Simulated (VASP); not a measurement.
Runs of VASP 6.6.1 on Pt. The structure is that of space group P6_3/mmc (No. 194), or close to it. The cells are those of the table. 

| cell | gap on the mesh (eV) | pressure (GPa) |
| --- | --- | --- |
| a = 2.815, b = 2.815, c = 4.837 Å, angles 90.0, 90.0, 120.0°, 2 atoms | none | -15.9 |
| a = 2.774, b = 2.774, c = 4.837 Å, angles 90.0, 90.0, 120.0°, 2 atoms | none | -10.0 |
| a = 2.815, b = 2.815, c = 4.765 Å, angles 90.0, 90.0, 120.0°, 2 atoms | none | (b) |
| a = 2.815, b = 2.815, c = 4.908 Å, angles 90.0, 90.0, 120.0°, 2 atoms | none | (a) |
| a = 2.774, b = 2.774, c = 4.908 Å, angles 90.0, 90.0, 120.0°, 2 atoms | none | -12.5 |

Alike in all rows: task single point; level r2SCAN; potentials or basis VASP PAW PBE potentials, release 64 (Pt); no spin polarisation; k mesh 24 × 24 × 12; cutoff (eV) 520; smearing gaussian 0.15 eV.

Problem. Estimate the missing entries.

Solution. (a) -18.1; (b) -13.3.

Caveats: the PAW data sets were made with another functional, which shifts forces and pressure a little; spin-orbit coupling is left out, which moves the levels of the heavy elements.

A k mesh can miss the band edges, and the runs leave out spin-orbit coupling on Pt.

A gap of «none» marks levels without a gap at the run's occupations.
